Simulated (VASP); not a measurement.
# GaN (F-43m) in VASP: a series of runs

Runs on GaN. Level: PBEsol. Tasks: vibrations by perturbation theory.

Everything below comes from runs of VASP 6.6.1. Logs are shortened: lines on timing, memory, paths and dates and some standing lists are left out, and cuts for length are marked.

## Step 1: The cell of the first run

Symmetry: F-43m, No. 216, cubic system. The conventional cell has a = 4.483 Å, b = 4.483 Å, c = 4.483 Å, α = 90.00°, β = 90.00°, γ = 90.00°. Ga (site symmetry -43m) has 4 N at 1.94 Å within 2.6 Å. N (site symmetry -43m) has 4 Ga at 1.94 Å within 2.6 Å.

## Step 2: Vibrations by perturbation theory, PBEsol

Input file INCAR:

```
ALGO     = Normal         # electronic algorithm
EDIFF    = 1E-8           # SCF threshold, eV
ENCUT    = 520            # plane-wave cutoff, eV
GGA      = PS             # functional
IBRION   = 8              # ionic algorithm
ISIF     = 2              # what is computed and relaxed
ISMEAR   = 0              # smearing method
LASPH    = T              # aspherical terms in the spheres
LCHARG   = F              # write CHGCAR
LREAL    = F              # projectors in reciprocal space
LWAVE    = F              # write WAVECAR
NBANDS   = 16             # bands
NELM     = 100            # most SCF steps
NSW      = 1              # ionic steps
PREC     = Accurate       # precision mode
SIGMA    = 0.01           # smearing width, eV
```

Input file KPOINTS:

```
k-points
0
Gamma
  10 10 10
```

Input file POSCAR:

```
GaN
1.0
    2.2413965218      2.2413965218      0.0000000000
   -2.2413965218      2.2413965218      0.0000000000
    0.0000000000      2.2413965218      2.2413965218
Ga N
1 1
Direct
    0.0000000000      0.0000000000      0.0000000000
    0.2500000000      0.7500000000      0.5000000000
```

Potentials or basis: VASP PAW PBE potentials, release 64 (Ga_d, N).

Started as:

```console
$ cat potpaw_PBE.64/Ga_d/POTCAR potpaw_PBE.64/N/POTCAR > POTCAR
$ mpirun -np 1 vasp_std > vasp.out
```

OUTCAR:

```text
EDIFF = 1E-8
   ENCUT = 520
   GGA = PS
   IBRION = 8
   ISIF = 2
   ISMEAR = 0
   LASPH = T
   LREAL = F
   NELM = 100
   NSW = 1
   PREC = Accurate

 ion  position               nearest neighbor table
   1  0.000  0.000  0.000-   2 1.94   2 1.94   2 1.94   2 1.94
   2  0.250  0.750  0.500-   1 1.94   1 1.94   1 1.94   1 1.94

  LATTYP: Found a face centered cubic cell.
 ALAT       =     4.4827930436

  Lattice vectors:

 A1 = (   0.0000000000,   2.2413965218,   2.2413965218)
 A2 = (   2.2413965218,   0.0000000000,   2.2413965218)
 A3 = (   2.2413965218,   2.2413965218,   0.0000000000)

Analysis of symmetry for initial positions (statically):
=====================================================================
 Subroutine PRICEL returns:
 Original cell was already a primitive cell.

 Routine SETGRP: Setting up the symmetry group for a
 face centered cubic supercell.

 Subroutine GETGRP returns: Found 24 space group operations
 (whereof 24 operations were pure point group operations)
 out of a pool of 48 trial point group operations.

The static configuration has the point symmetry T_d .

Analysis of symmetry for dynamics (positions and initial velocities):
=====================================================================
 Subroutine PRICEL returns:
 Original cell was already a primitive cell.

 Routine SETGRP: Setting up the symmetry group for a
 face centered cubic supercell.

 Subroutine GETGRP returns: Found 24 space group operations
 (whereof 24 operations were pure point group operations)
 out of a pool of 48 trial point group operations.

The dynamic configuration has the point symmetry T_d .

 Subroutine INISYM returns: Found 24 space group operations
 (whereof 24 operations are pure point group operations),
 and found     1 'primitive' translations

----------------------------------------------------------------------------------------

[... 615 lines left out ...]
  external PRESSURE =      17.4376530 kB  Pullay stress =       0.0000000 kB

 VOLUME and BASIS-vectors are now :
 -----------------------------------------------------------------------------
  energy-cutoff  :      520.00
  volume of cell :       22.52
      direct lattice vectors                 reciprocal lattice vectors
     2.241396522  2.241396522  0.000000000     0.223075210  0.223075210 -0.223075210
    -2.241396522  2.241396522  0.000000000    -0.223075210  0.223075210 -0.223075210
     0.000000000  2.241396522  2.241396522     0.000000000  0.000000000  0.446150420

 POSITION                                       TOTAL-FORCE (eV/Angst)
 -----------------------------------------------------------------------------------
      0.00000      0.00000      0.00000         0.000000      0.000000      0.000000
     -1.12070      3.36209      1.12070         0.000000     -0.000000      0.000000
 -----------------------------------------------------------------------------------
    total drift:                                0.000003      0.000000     -0.000000

  FREE ENERGIE OF THE ION-ELECTRON SYSTEM (eV)
  ---------------------------------------------------
  free  energy   TOTEN  =       -13.1212916828 eV

  energy  without entropy=      -13.1212916828  energy(sigma->0) =      -13.12129168

[... ionic steps 2 to 3 ...]

--------------------------------------- Ionic step        4  -------------------------------------------

------------------------ aborting loop because EDIFF is reached ----------------------------------------

[... ionic steps 5 to 6 ...]

--------------------------------------- Ionic step        7  -------------------------------------------

 Free energy of the ion-electron system (eV)
  ---------------------------------------------------
  ---------------------------------------------------
  free energy    TOTEN  =        -0.23204233 eV

  energy without entropy =       -0.23204233

------------------------ aborting loop because EDIFF is reached ----------------------------------------

 INTERNAL STRAIN TENSOR  FOR ION    2  DIRECTION 1   (eV/Angst):
 -----------------------------------------------------------------------------
     0.01746 -0.00000  0.00000
     0.00000  0.00107 -8.72484
     0.00000 -8.72484  0.00107

 INTERNAL STRAIN TENSOR FOR ION    2 for displacements in x,y,z  (eV/Angst):
          X           Y           Z          XY          YZ          ZX
  --------------------------------------------------------------------------------
  x     0.00000    -0.00000    -0.00000     0.00000    -8.72484    -0.00000
  y     0.00000     0.00000     0.00000    -0.00000     0.00000    -8.72484
  z    -0.00000    -0.00000     0.00000    -8.72484    -0.00000     0.00000

 SECOND DERIVATIVES (NOT SYMMETRIZED)
 ------------------------------------
               1X          1Y          1Z          2X          2Y          2Z
  1X   -12.603203   -0.000000    0.000000   12.603203    0.000000   -0.000000
  1Y     0.000000  -12.603203   -0.000000   -0.000000   12.603203    0.000000
  1Z     0.000000   -0.000000  -12.603203   -0.000000    0.000000   12.603203
  2X    12.570736    0.000000    0.000000  -12.570736    0.000000    0.000000
  2Y     0.000000   12.570736    0.000000    0.000000  -12.570736    0.000000
  2Z     0.000000    0.000000   12.570736    0.000000    0.000000  -12.570736

 Eigenvectors and eigenvalues of the dynamical matrix
 ----------------------------------------------------

   1 f  =   16.236123 THz   102.014567 2PiTHz  541.578755 cm-1    67.147178 meV
             X         Y         Z           dx          dy          dz
      0.000000  0.000000  0.000000     0.000000    0.409375   -0.000000
     -1.120698  3.362095  1.120698    -0.000000   -0.912366   -0.000000
[... 21 lines left out ...]
   6 f/i=    0.007821 THz     0.049140 2PiTHz    0.260878 cm-1     0.032345 meV
             X         Y         Z           dx          dy          dz
      0.000000  0.000000  0.000000     0.642923   -0.643690    0.068744
     -1.120698  3.362095  1.120698     0.288477   -0.288821    0.030845

--------------------------------------------------------------------------------------------------------

 ELASTIC MODULI CONTR FROM IONIC RELAXATION (kBar)
 Direction    XX          YY          ZZ          XY          YZ          ZX
 --------------------------------------------------------------------------------
 XX          -0.0000      0.0000      0.0000     -0.0000      0.0000     -0.0000
 YY           0.0000     -0.0000      0.0000     -0.0000     -0.0000      0.0000
 ZZ           0.0000      0.0000     -0.0000      0.0000     -0.0000     -0.0000
 XY          -0.0000     -0.0000      0.0000   -402.4387     -0.0000      0.0000
 YZ           0.0000     -0.0000     -0.0000     -0.0000   -402.4387      0.0000
 ZX          -0.0000      0.0000     -0.0000      0.0000      0.0000   -402.4387
 --------------------------------------------------------------------------------
```

Run time: 2.6 min. Hardware: 1 thread of Intel Xeon 8259CL, shared host; peak memory 0.24 GiB.

What came out:

| Item | Value |
| --- | --- |
| Highest phonon frequency at Γ, LO-TO splitting left out | 542 cm⁻¹ |

Phonon frequencies in cm⁻¹ (negative: imaginary):
| q point | frequencies |
| --- | --- |
| (0.000, 0.000, 0.000) | 0 0 0 542 542 542 |

Caveat: the cell stands under pressure or tension, which shifts response properties; the PAW data sets were made with another functional, which shifts forces and pressure a little.

## Step 3: Vibrations by perturbation theory, PBEsol

This run uses another cell than the first one, of 11.15 Å³/atom.

Input file INCAR:

```
SYSTEM = GaN
PREC = Accurate ; ENCUT = 520
EDIFF = 1E-8 ; ISMEAR = 0
SIGMA = 0.01 ; LREAL = .False.
LASPH = .True. ; NELM = 100
ALGO = Normal ; ISIF = 2
LWAVE = .False. ; LCHARG = .False.
GGA = PS ; NBANDS = 16
IBRION = 8 ; NSW = 1
```

Input file KPOINTS:

```
Automatic mesh
0
Gamma
  10 10 10
  0 0 0
```

Input file POSCAR:

```
GaN
1.0
    2.2340052182      2.2340052182      0.0000000000
   -2.2340052182      2.2340052182      0.0000000000
    0.0000000000      2.2340052182      2.2340052182
Ga N
1 1
Direct
    0.0000000000      0.0000000000      0.0000000000
    0.2500000000      0.7500000000      0.5000000000
```

Potentials or basis: VASP PAW PBE potentials, release 64 (Ga_d, N).

Started as:

```console
$ cat potpaw_PBE.64/Ga_d/POTCAR potpaw_PBE.64/N/POTCAR > POTCAR
$ mpirun -np 1 vasp_std > vasp.out
```

OUTCAR:

```text
SYSTEM = GaN
   PREC = Accurate
   ENCUT = 520
   EDIFF = 1E-8
   ISMEAR = 0
   LREAL = .False.
   LASPH = .True.
   NELM = 100
   ISIF = 2
   GGA = PS
   IBRION = 8
   NSW = 1

 ion  position               nearest neighbor table
   1  0.000  0.000  0.000-   2 1.93   2 1.93   2 1.93   2 1.93
   2  0.250  0.750  0.500-   1 1.93   1 1.93   1 1.93   1 1.93

  LATTYP: Found a face centered cubic cell.
 ALAT       =     4.4680104364

  Lattice vectors:

 A1 = (   0.0000000000,   2.2340052182,   2.2340052182)
 A2 = (   2.2340052182,   0.0000000000,   2.2340052182)
 A3 = (   2.2340052182,   2.2340052182,   0.0000000000)

Analysis of symmetry for initial positions (statically):
=====================================================================
 Subroutine PRICEL returns:
 Original cell was already a primitive cell.

 Routine SETGRP: Setting up the symmetry group for a
 face centered cubic supercell.

 Subroutine GETGRP returns: Found 24 space group operations
 (whereof 24 operations were pure point group operations)
 out of a pool of 48 trial point group operations.

The static configuration has the point symmetry T_d .

Analysis of symmetry for dynamics (positions and initial velocities):
=====================================================================
 Subroutine PRICEL returns:
 Original cell was already a primitive cell.

 Routine SETGRP: Setting up the symmetry group for a
 face centered cubic supercell.

 Subroutine GETGRP returns: Found 24 space group operations
 (whereof 24 operations were pure point group operations)
[... 641 lines left out ...]
    total drift:                                0.000003     -0.000000      0.000000

  FREE ENERGIE OF THE ION-ELECTRON SYSTEM (eV)
  ---------------------------------------------------
  free  energy   TOTEN  =       -13.1173938198 eV

  energy  without entropy=      -13.1173938198  energy(sigma->0) =      -13.11739382

[... ionic steps 2 to 3 ...]

--------------------------------------- Ionic step        4  -------------------------------------------

------------------------ aborting loop because EDIFF is reached ----------------------------------------

[... ionic steps 5 to 6 ...]

--------------------------------------- Ionic step        7  -------------------------------------------

 Free energy of the ion-electron system (eV)
  ---------------------------------------------------
  ---------------------------------------------------
  free energy    TOTEN  =        -0.23229384 eV

  energy without entropy =       -0.23229384

------------------------ aborting loop because EDIFF is reached ----------------------------------------

 INTERNAL STRAIN TENSOR  FOR ION    2  DIRECTION 1   (eV/Angst):
 -----------------------------------------------------------------------------
     0.01825 -0.00000  0.00000
     0.00000  0.00031 -9.28629
     0.00000 -9.28629  0.00031

 INTERNAL STRAIN TENSOR FOR ION    2 for displacements in x,y,z  (eV/Angst):
          X           Y           Z          XY          YZ          ZX
  --------------------------------------------------------------------------------
  x    -0.00000    -0.00000    -0.00000    -0.00000    -9.28629     0.00000
  y     0.00000     0.00000     0.00000     0.00000    -0.00000    -9.28629
  z    -0.00000    -0.00000    -0.00000    -9.28629     0.00000     0.00000

 SECOND DERIVATIVES (NOT SYMMETRIZED)
 ------------------------------------
               1X          1Y          1Z          2X          2Y          2Z
  1X   -12.964845    0.000000   -0.000000   12.964845   -0.000000    0.000000
  1Y    -0.000000  -12.964845    0.000000    0.000000   12.964845   -0.000000
  1Z    -0.000000    0.000000  -12.964845    0.000000   -0.000000   12.964845
  2X    12.944968    0.000000   -0.000000  -12.944968   -0.000000    0.000000
  2Y    -0.000000   12.944968    0.000000    0.000000  -12.944968   -0.000000
  2Z    -0.000000    0.000000   12.944968    0.000000   -0.000000  -12.944968

 Eigenvectors and eigenvalues of the dynamical matrix
 ----------------------------------------------------

   1 f  =   16.474582 THz   103.512851 2PiTHz  549.532903 cm-1    68.133366 meV
             X         Y         Z           dx          dy          dz
      0.000000  0.000000  0.000000     0.000000    0.019077   -0.408752
     -1.117003  3.351008  1.117003     0.000000   -0.042539    0.911454
[... 21 lines left out ...]
   6 f/i=    0.004719 THz     0.029650 2PiTHz    0.157408 cm-1     0.019516 meV
             X         Y         Z           dx          dy          dz
      0.000000  0.000000  0.000000    -0.130693   -0.901213    0.057378
     -1.117003  3.351008  1.117003    -0.058611   -0.404159    0.025732

--------------------------------------------------------------------------------------------------------

 ELASTIC MODULI CONTR FROM IONIC RELAXATION (kBar)
 Direction    XX          YY          ZZ          XY          YZ          ZX
 --------------------------------------------------------------------------------
 XX          -0.0000     -0.0000      0.0000      0.0000     -0.0000      0.0000
 YY          -0.0000     -0.0000     -0.0000      0.0000      0.0000      0.0000
 ZZ           0.0000     -0.0000     -0.0000     -0.0000      0.0000      0.0000
 XY           0.0000      0.0000     -0.0000   -448.8653      0.0000      0.0000
 YZ          -0.0000      0.0000      0.0000      0.0000   -448.8653      0.0000
 ZX           0.0000      0.0000      0.0000      0.0000      0.0000   -448.8653
 --------------------------------------------------------------------------------
```

Run time: 2.7 min. Hardware: 1 thread of Intel Xeon 8259CL, shared host; peak memory 0.24 GiB.

Results:

* Highest phonon frequency at Γ, LO-TO splitting left out: 550 cm⁻¹

Phonon frequencies in cm⁻¹ (negative: imaginary):
```tsv
q point	frequencies
(0.000, 0.000, 0.000)	0 0 0 550 550 550
```

Caveat: the cell stands under pressure or tension, which shifts response properties; the PAW data sets were made with another functional, which shifts forces and pressure a little.

[end of part 1 of 3]
